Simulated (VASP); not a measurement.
# CS2 in VASP: a series of runs

The runs below take CS2 through single point, with PBE+D3(BJ).

Everything below comes from runs of VASP 6.6.1. Logs are shortened: lines on timing, memory, paths and dates and some standing lists are left out, and cuts for length are marked.

## (1) The cell of the first run

The cell holds a disordered packing, 24 atoms: a = 9.283 Å, b = 9.283 Å, c = 9.283 Å, α = 90.00°, β = 90.00°, γ = 90.00°.

## (2) Single point, PBE+D3(BJ)

Contents of INCAR:

```
PREC = Accurate
ENCUT = 520
EDIFF = 1E-7
ISMEAR = -1
SIGMA = 0.05
LREAL = Auto
LASPH = True
NELM = 60
ALGO = Normal
ISIF = 2
LWAVE = False
LCHARG = False
GGA = PE
IVDW = 12
NBANDS = 82
```

Contents of KPOINTS:

```
Automatic mesh
0
Gamma
  1 1 1
```

Contents of POSCAR:

```
CS2
1.0
    9.2831780000      0.0000000000      0.0000000000
    0.0000000000      9.2831780000      0.0000000000
    0.0000000000      0.0000000000      9.2831780000
S C
16 8
Direct
    0.1925491165      0.6962240272      0.1641057276
   -0.0312814267      0.7309710239     -0.0841678383
    0.8138432419      0.5321761521      0.3540048496
    0.5008118443      0.4482725131      0.2652114588
    0.1370762758      0.7534679056      0.5486526691
    0.4629632404      0.8033299425      0.6148072939
    1.1135078436      0.0859191641      0.8120937760
    0.9836764790      0.3333773651      0.9981024336
   -0.1089433166     -0.0134994861      0.2585076325
    0.1427244194      0.1706554243      0.3820122870
    0.5860678995      0.4987118700      0.8846694154
    0.3633515953      0.3896889696      0.6575558248
    0.5086117293      1.0799185337      0.3298164449
    0.5598096936      0.8143045389      0.1304082960
    0.6182757511      0.0755782056      0.8729333237
    0.7646457979      0.1946854028      0.5952784146
    0.0807266290      0.7121203365      0.0398456759
    0.6569061864      0.4909378124      0.3107710556
    0.3003580030      0.7779250060      0.5817492608
    1.0489996199      0.2098832704      0.9051464983
    0.0167268953      0.0786666837      0.3199091693
    0.4742293241      0.4450238670      0.7711389531
    0.5337386435      0.9475564733      0.2295420913
    0.6912370147      0.1355802983      0.7341800867
```

Potentials or basis: VASP PAW PBE potentials, release 64 (S, C).

Command:

```bash
> cat potpaw_PBE.64/S/POTCAR potpaw_PBE.64/C/POTCAR > POTCAR
> mpirun -np 1 vasp_gam > vasp.out
```

OUTCAR:

```text
PREC = Accurate
   ENCUT = 520
   EDIFF = 1E-7
   ISMEAR = -1
   LREAL = Auto
   LASPH = True
   NELM = 60
   ISIF = 2
   GGA = PE
   IVDW = 12
 IVDW          = 12

 ion  position               nearest neighbor table
   1  0.193  0.696  0.164-  17 1.56
   2  0.969  0.731  0.916-  17 1.56
   3  0.814  0.532  0.354-  18 1.56
   4  0.501  0.448  0.265-  18 1.56
   5  0.137  0.753  0.549-  19 1.56
   6  0.463  0.803  0.615-  19 1.56
[... 8 lines left out ...]
  15  0.618  0.076  0.873-  24 1.56
  16  0.765  0.195  0.595-  24 1.56
  17  0.081  0.712  0.040-   1 1.56   2 1.56
  18  0.657  0.491  0.311-   3 1.56   4 1.56
  19  0.300  0.778  0.582-   6 1.56   5 1.56
  20  0.049  0.210  0.905-   8 1.56   7 1.56
  21  0.017  0.079  0.320-   9 1.55  10 1.56
  22  0.474  0.445  0.771-  12 1.56  11 1.56
  23  0.534  0.948  0.230-  13 1.56  14 1.56
  24  0.691  0.136  0.734-  16 1.56  15 1.56

  LATTYP: Found a simple cubic cell.
 ALAT       =     9.2831780000

  Lattice vectors:

 A1 = (   9.2831780000,   0.0000000000,   0.0000000000)
 A2 = (   0.0000000000,   9.2831780000,   0.0000000000)
 A3 = (   0.0000000000,   0.0000000000,   9.2831780000)

Analysis of symmetry for initial positions (statically):
=====================================================================
 Subroutine PRICEL returns:
 Original cell was already a primitive cell.

 Routine SETGRP: Setting up the symmetry group for a
 simple cubic supercell.

 Subroutine GETGRP returns: Found  1 space group operations
 (whereof  1 operations were pure point group operations)
 out of a pool of 48 trial point group operations.

The static configuration has the point symmetry C_1 .

Analysis of symmetry for dynamics (positions and initial velocities):
=====================================================================
 Subroutine PRICEL returns:
 Original cell was already a primitive cell.

 Routine SETGRP: Setting up the symmetry group for a
 simple cubic supercell.

 Subroutine GETGRP returns: Found  1 space group operations
 (whereof  1 operations were pure point group operations)
 out of a pool of 48 trial point group operations.

The dynamic configuration has the point symmetry C_1 .

 Subroutine INISYM returns: Found  1 space group operations
 (whereof  1 operations are pure point group operations),
 and found     1 'primitive' translations

----------------------------------------------------------------------------------------

                                     Primitive cell

  volume of cell :     800.0001

  direct lattice vectors                    reciprocal lattice vectors
     9.283178000  0.000000000  0.000000000     0.107721731  0.000000000  0.000000000
     0.000000000  9.283178000  0.000000000     0.000000000  0.107721731  0.000000000
     0.000000000  0.000000000  9.283178000     0.000000000  0.000000000  0.107721731

  length of vectors
     9.283178000  9.283178000  9.283178000     0.107721731  0.107721731  0.107721731

  position of ions in fractional coordinates (direct lattice)
     0.192549116  0.696224027  0.164105728
     0.968718573  0.730971024  0.915832162
     0.813843242  0.532176152  0.354004850
     0.500811844  0.448272513  0.265211459
     0.137076276  0.753467906  0.548652669
     0.462963240  0.803329942  0.614807294
[... 16 lines left out ...]
     0.533738644  0.947556473  0.229542091
     0.691237015  0.135580298  0.734180087

  ion indices of the primitive-cell ions
   primitive index   ion index
                 1           1
                 2           2
                 3           3
                 4           4
                 5           5
                 6           6
[... 16 lines left out ...]
                23          23
                24          24

----------------------------------------------------------------------------------------

 KPOINTS: Automatic mesh

Automatic generation of k-mesh.
 Grid dimensions read from file:
 generate k-points for:    1    1    1

 Generating k-lattice:

  Cartesian coordinates                     Fractional coordinates (reciprocal lattice)
     0.107721731  0.000000000  0.000000000     1.000000000  0.000000000  0.000000000
     0.000000000  0.107721731  0.000000000     0.000000000  1.000000000  0.000000000
     0.000000000  0.000000000  0.107721731     0.000000000  0.000000000  1.000000000

  Length of vectors
     0.107721731  0.107721731  0.107721731

  Shift w.r.t. Gamma in fractional coordinates (k-lattice)
     0.000000000  0.000000000  0.000000000

 Subroutine IBZKPT returns following result:
 ===========================================

 Found      1 irreducible k-points:

 Following reciprocal coordinates:
            Coordinates               Weight
  0.000000  0.000000  0.000000      1.000000
   k-points           NKPTS =      1   k-points in BZ     NKDIM =      1   number of bands    NBANDS=     82
   number of dos      NEDOS =    301   number of ions     NIONS =     24
   total plane-waves  NPLWV = 343000
   dimension x,y,z NGX =    70 NGY =   70 NGZ =   70
   dimension x,y,z NGXF=   140 NGYF=  140 NGZF=  140
   ions per type =              16   8
   NGX,Y,Z   is equivalent  to a cutoff of  12.54, 12.54, 12.54 a.u.
   NGXF,Y,Z  is equivalent  to a cutoff of  25.07, 25.07, 25.07 a.u.
 SYSTEM =  unknown system
   PREC   = accura    normal or accurate (medium, high low for compatibility)
   ISTART =      0    job   : 0-new  1-cont  2-samecut
   ICHARG =      2    charge: 1-file 2-atom 10-const
   ISPIN  =      1    spin polarized calculation?
   LNONCOLLINEAR =      F non collinear calculations
   LSORBIT =      F    spin-orbit coupling
   LASPH  =      T    aspherical Exc in radial PAW
   ENCUT  =  520.0 eV  38.22 Ry    6.18 a.u.  17.26 17.26 17.26*2*pi/ulx,y,z
   NELM   =     60;   NELMIN=  2; NELMDL= -5     # of ELM steps
   EDIFF  = 0.1E-06   stopping-criterion for ELM
   LREAL  =      T    real-space projection
   EDIFFG = 0.1E-05   stopping-criterion for IOM
   NSW    =      0    number of steps for IOM
   IBRION =     -1    ionic relax: 0-MD 1-quasi-New 2-CG
   NFREE  =      0    steps in history (QN), initial steepest desc. (CG)
   ISIF   =      2    stress and relaxation
   ISYM   =      2    0-nonsym 1-usesym 2-fastsym
   POTIM  = 0.5000    time-step for ionic-motion
   TEBEG  =    0.0;   TEEND  =   0.0 temperature during run
   PSTRESS=    0.0 pullay stress
   NELECT =     128.0000    total number of electrons
   NUPDOWN=      -1.0000    fix difference up-down
   EMIN   =  10.00;   EMAX   =-10.00  energy-range for DOS
   EFERMI =   0.00;   METHOD = LEGACY
   ISMEAR =    -1;   SIGMA  =   0.05  broadening in eV -4-tet -1-fermi 0-gaus
   EFERMI_NEDOS =   21; number of points for ismear=-14 and -15
   IALGO  =     38    algorithm
   IMIX   =      4    mixing-type and parameters
     AMIX     =   0.40;   BMIX     =  1.00
     AMIX_MAG =   1.60;   BMIX_MAG =  1.00
  volume/ion in A,a.u.               =      33.33       224.94
  Fermi-wavevector in a.u.,A,eV,Ry     =   0.888754  1.679501 10.747015  0.789883
  Thomas-Fermi vector in A             =   2.010225
   LORBIT       =      0    0 simple, 1 ext, 2 COOP (PROOUT), +10 PAW based schemes
   GGA     = PE    functional components
   LHFCALC =     F    Hartree Fock is set to
   AEXX    =    0.0000 exact exchange contribution
   IVDW    =    12    specifies the selected vdW correction
   LEPSILON=     F    determine dielectric tensor
   LRPA    =     F    only Hartree local field effects (RPA)
 non-spin polarized calculation
  energy-cutoff  :      520.00
  volume of cell :      800.00
 maximum number of plane-waves:     10780
 NGX is ok and might be reduce to    70
   NGX = 35   NGY = 35   NGZ = 35

 number of electron     128.0000002 magnetization

 Free energy of the ion-electron system (eV)
  ---------------------------------------------------
  ext. energy  EPLUGINS =         0.00000000
  ---------------------------------------------------
  free energy    TOTEN  =      -133.31065423 eV

  energy without entropy =     -133.31065423  energy(sigma->0) =     -133.31065423

 E-fermi :  -0.4603     XC(G=0):  -6.4412

 val. band max:       -1.7349898518   @ k =   0.0000   0.0000   0.0000
 cond. band min:       1.3783630079   @ k =   0.0000   0.0000   0.0000
 fundamental gap:      3.1133528597
 Fermi energy:        -0.4603229232

 k-point     1 :       0.0000    0.0000    0.0000
  band No.  band energies     occupation
      1     -16.8276      2.00000
      2     -16.7176      2.00000
      3     -16.6564      2.00000
      4     -16.6035      2.00000
      5     -16.5911      2.00000
      6     -16.5604      2.00000
[... 68 lines left out ...]
     75       2.0472      0.00000
     76       2.1364      0.00000
 [bands above 76 left out]

------------------------ aborting loop because EDIFF is reached ----------------------------------------

 Edisp (eV)   -2.88107

 E8    (eV) :    -0.9665

  FORCE on cell =-STRESS in cart. coord.  units (eV):
  Direction    XX          YY          ZZ          XY          YZ          ZX
  --------------------------------------------------------------------------------------
  -------------------------------------------------------------------------------------
  Total      -4.19968    -2.31735    -3.41633    -0.23231    -0.74574    -0.49713
  in kB      -8.41079    -4.64100    -6.84196    -0.46525    -1.49351    -0.99561
  external pressure =       -6.63 kB  Pullay stress =        0.00 kB

 VOLUME and BASIS-vectors are now :
 -----------------------------------------------------------------------------
  energy-cutoff  :      520.00
  volume of cell :      800.00
      direct lattice vectors                 reciprocal lattice vectors
     9.283178000  0.000000000  0.000000000     0.107721731  0.000000000  0.000000000
     0.000000000  9.283178000  0.000000000     0.000000000  0.107721731  0.000000000
     0.000000000  0.000000000  9.283178000     0.000000000  0.000000000  0.107721731

 POSITION                                       TOTAL-FORCE (eV/Angst)
 -----------------------------------------------------------------------------------
      1.78747      6.46317      1.52342        -0.134817      0.026584     -0.144608
      8.99279      6.78573      8.50183         0.135244     -0.024829      0.136704
      7.55505      4.94029      3.28629        -0.140830     -0.043308     -0.036179
      4.64913      4.16139      2.46201         0.115899      0.049843      0.033214
      1.27250      6.99458      5.09324         0.190350      0.020380      0.041250
      4.29777      7.45745      5.70737        -0.264368     -0.018200     -0.039832
[... 16 lines left out ...]
      4.95479      8.79634      2.13088        -0.014934      0.030724      0.036355
      6.41688      1.25862      6.81552         0.012996      0.001083     -0.015891
 -----------------------------------------------------------------------------------
    total drift:                                0.005378      0.003246     -0.019668

  FREE ENERGIE OF THE ION-ELECTRON SYSTEM (eV)
  ---------------------------------------------------
  free  energy   TOTEN  =      -136.1917200770 eV

  energy  without entropy=     -136.1917200769  energy(sigma->0) =     -136.19172008
```

Wall time 1.9 min (1 thread of Intel Xeon Platinum 8259CL at 2.50GHz (Skylake/Cascade Lake), shared host); peak memory 0.64 GiB.

What came out:

- Free energy: -136.1917 eV
- Pressure: -0.7 GPa
- Largest force: 0.287 eV/Å
- Dispersion energy per atom: -0.120 eV

Forces on the atoms (eV/Å):
```
S   -0.135  0.027 -0.145
S    0.135 -0.025  0.137
S   -0.141 -0.043 -0.036
S    0.116  0.050  0.033
S    0.190  0.020  0.041
S   -0.264 -0.018 -0.040
S   -0.034  0.083  0.056
S    0.021 -0.066 -0.037
S    0.030  0.028  0.008
S   -0.040 -0.033 -0.017
S   -0.154 -0.078 -0.164
S    0.193  0.092  0.192
S    0.021 -0.153 -0.097
S   -0.022  0.109  0.084
S    0.062  0.052 -0.112
S   -0.056 -0.056  0.127
C   -0.003  0.008 -0.005
C    0.017 -0.007 -0.009
C    0.021 -0.002 -0.003
C    0.017 -0.028 -0.012
C    0.031  0.016 -0.004
C   -0.005 -0.008 -0.018
C   -0.015  0.031  0.036
C    0.013  0.001 -0.016
```

Stress tensor (GPa, compression positive):
```
-0.84 -0.05 -0.10
-0.05 -0.46 -0.15
-0.10 -0.15 -0.68
```

Caveat: the k points lie up to 0.68 Å⁻¹ apart.

## (3) Single point, PBE+D3(BJ)

Contents of INCAR:

```
SYSTEM = CS2
PREC = Accurate
ENCUT = 520
EDIFF = 1E-6
ISMEAR = -1
SIGMA = 0.05
LREAL = Auto
LASPH = .TRUE.
NELM = 100
ALGO = Normal
ISIF = 2
LWAVE = .FALSE.
LCHARG = .FALSE.
GGA = PE
IVDW = 12
NBANDS = 82
```

Contents of KPOINTS:

```
regular mesh
0
G
  1 1 1
  0 0 0
```

Contents of POSCAR:

```
CS2
1.0
    9.2831780000      0.0000000000      0.0000000000
    0.0000000000      9.2831780000      0.0000000000
    0.0000000000      0.0000000000      9.2831780000
S C
16 8
Direct
    0.2046281995      0.7786018969      0.1512520820
   -0.0470528519      0.7501525878     -0.0837644177
    0.8041104027      0.5822036376      0.3209353521
    0.5242385743      0.4104951990      0.2488479700
    0.1500025099      0.7917870367      0.5284504940
    0.4764532146      0.7821351697      0.5766344241
    1.1574053627      0.0576418981      0.8124588368
    0.9866556475      0.2947805159      0.9918693792
   -0.1632738271     -0.0372717188      0.2339285103
    0.0921128519      0.1248710302      0.3802361648
    0.5984373024      0.4868699060      0.9023526211
    0.3761750556      0.3897910823      0.6649662432
    0.4892505562      1.0626641006      0.3171435472
    0.5618119140      0.7868210649      0.1447995503
    0.6403518278      0.0679185512      0.8720504982
    0.7716861618      0.1747785080      0.5788750361
    0.0783998756      0.7552478257      0.0370885919
    0.6599033219      0.4845862053      0.3101524069
    0.3091829113      0.7998553943      0.5410216200
    1.0777774594      0.1697694475      0.9141912393
   -0.0446829739      0.0616168299      0.3083534540
    0.4920405490      0.4556413763      0.7780525161
    0.5133694517      0.9237138402      0.2339285103
    0.7001912492      0.1104578626      0.7209384545
```

Potentials or basis: VASP PAW PBE potentials, release 64 (S, C).

Command:

```bash
> cat potpaw_PBE.64/S/POTCAR potpaw_PBE.64/C/POTCAR > POTCAR
> mpirun -np 1 vasp_gam > vasp.out
```

Run time: 1.7 min. Hardware: 1 thread of Intel Xeon Platinum 8259CL at 2.50GHz (Skylake/Cascade Lake), shared host; peak memory 0.65 GiB.

Results (log left out):

```
Free energy                : -134.6250 eV
Pressure                   : -1.3 GPa
Largest force              : 5.553 eV/Å
Dispersion energy per atom : -0.124 eV
```

Forces in eV/Å, atoms in the order of the input:
```
S   -1.593 -0.500 -1.287
S    1.736 -0.212  1.711
S   -1.711 -1.579  0.511
S   -0.699 -0.475  0.352
S   -4.064  0.030 -0.574
S   -1.294  0.467 -0.463
S   -0.568  0.950  1.152
S    1.224 -1.628 -0.668
S    0.967  1.366  0.736
S    0.163  0.688  0.132
S    0.370  0.430  0.040
S    1.718  1.258  1.426
S   -0.665  1.398  0.922
S   -0.709  0.713  0.357
S   -0.033 -0.239 -0.358
S   -0.795 -0.782  1.247
C   -0.362  0.480 -0.530
C    2.557  1.997 -0.720
C    5.345 -0.757  1.301
C   -0.610  0.874 -0.533
C   -0.589 -1.712 -0.916
C   -2.036 -1.757 -1.551
C    0.938 -2.051 -1.569
C    0.711  1.041 -0.716
```

Stress tensor (GPa, compression positive):
```
-1.15 -0.08 -0.51
-0.08 -0.92 -0.50
-0.51 -0.50 -1.82
```

Levels at points of the mesh, in eV from the Fermi level:
```csv
k point,band 62,band 63,band 64,band 65,band 66,band 67
"(0.00, 0.00, 0.00)",-1.40,-1.30,-1.24,1.44,1.69,1.79
```

Caveat: the k points lie up to 0.68 Å⁻¹ apart.

## (4) Single point, PBE+D3(BJ)

Contents of INCAR:

```
SYSTEM = CS2
ALGO = Normal ; EDIFF = 1E-7
ENCUT = 520 ; GGA = PE
ISIF = 2 ; ISMEAR = -1
IVDW = 12 ; LASPH = .True.
LCHARG = .False. ; LREAL = Auto
LWAVE = .False. ; NBANDS = 82
NELM = 60 ; PREC = Accurate
SIGMA = 0.05
```

Contents of KPOINTS:

```
k-points
0
Gamma
  1 1 1
  0 0 0
```

Contents of POSCAR:

```
CS2
1.0
    9.2831780000      0.0000000000      0.0000000000
    0.0000000000      9.2831780000      0.0000000000
    0.0000000000      0.0000000000      9.2831780000
S C
16 8
Direct
    0.1596543770      0.7845050477      0.1603545682
   -0.0569093903      0.7990151648     -0.0832581256
    0.7738082799      0.6013996500      0.4013496240
    0.5312081703      0.4208257129      0.2447006833
    0.1661284530      0.7763505127      0.5103101546
    0.4959616200      0.7867456597      0.5899272857
    1.1849713536      0.0164814248      0.8237265299
    1.0138877010      0.2588553187      0.9810325731
   -0.1541821131     -0.0657210279      0.2271528134
    0.0639867080      0.1230613051      0.3914607691
    0.5856507330      0.4728229923      0.8976236371
    0.3473164039      0.4227539319      0.6669375509
    0.4210950172      1.0573749636      0.2508408220
    0.5600560498      0.8328721048      0.0538824097
    0.6024122343      0.0682955772      0.8362653393
    0.7667094178      0.1949116994      0.5825698915
    0.0591715466      0.7448849952      0.0365499832
    0.6502406827      0.5044285481      0.3370720673
    0.3314489930      0.7816181054      0.5442424997
    1.1114297281      0.1461999328      0.9094622553
   -0.0510277838      0.0300112742      0.3173697628
    0.4603703602      0.4524635852      0.7849036181
    0.4758607451      0.9368451192      0.1518337793
    0.6774835083      0.1226627347      0.6960116460
```

Command:

```bash
> cat potpaw_PBE.64/S/POTCAR potpaw_PBE.64/C/POTCAR > POTCAR
> mpirun -np 1 vasp_gam > vasp.out
```

Wall time 1.9 min (1 thread of Intel Xeon Platinum 8259CL at 2.50GHz (Skylake/Cascade Lake), shared host); peak memory 0.64 GiB.

Results (log left out):

```
Free energy                : -134.3337 eV
Pressure                   : 0.2 GPa
Largest force              : 4.200 eV/Å
Dispersion energy per atom : -0.123 eV
```

Forces in eV/Å, atoms in the order of the input:
```
S    1.559 -0.907  1.143
S    1.012 -1.969  0.968
S   -0.689 -0.769 -0.090
S    1.077  0.749  1.292
S    0.565 -0.040  0.191
S   -1.422  0.076 -0.523
S   -0.207  1.640  0.841
S   -0.358  0.854  0.633
S   -0.500  0.284  0.471
S    0.771  0.722  0.653
S   -0.635  0.049 -0.529
S   -0.514 -0.089 -0.319
S   -0.711  0.792  0.801
S   -0.100 -1.291 -0.496
S   -0.272 -0.128 -0.306
S    1.443  1.188 -2.581
C   -2.557  2.144 -2.551
C   -0.409 -0.022 -1.135
C    0.840 -0.016  0.550
C    0.767 -2.112 -1.581
C   -0.361 -0.488 -0.824
C    1.226 -0.069  0.735
C    0.697  0.071 -0.076
C   -1.221 -0.668  2.733
```

Stress tensor (GPa, compression positive):
```
-0.48  0.23 -1.07
 0.23  0.40 -0.05
-1.07 -0.05  0.80
```

Levels at points of the mesh, in eV from the Fermi level:
```
           k point  band 61  band 62  band 63  band 64  band 65  band 66  band 67  band 68
(0.00, 0.00, 0.00)    -1.61    -1.52    -1.40    -1.26     1.25     1.47     1.55     1.68
```

Caveat: the k points lie up to 0.68 Å⁻¹ apart.

(Part 1 of 2 ends here.)
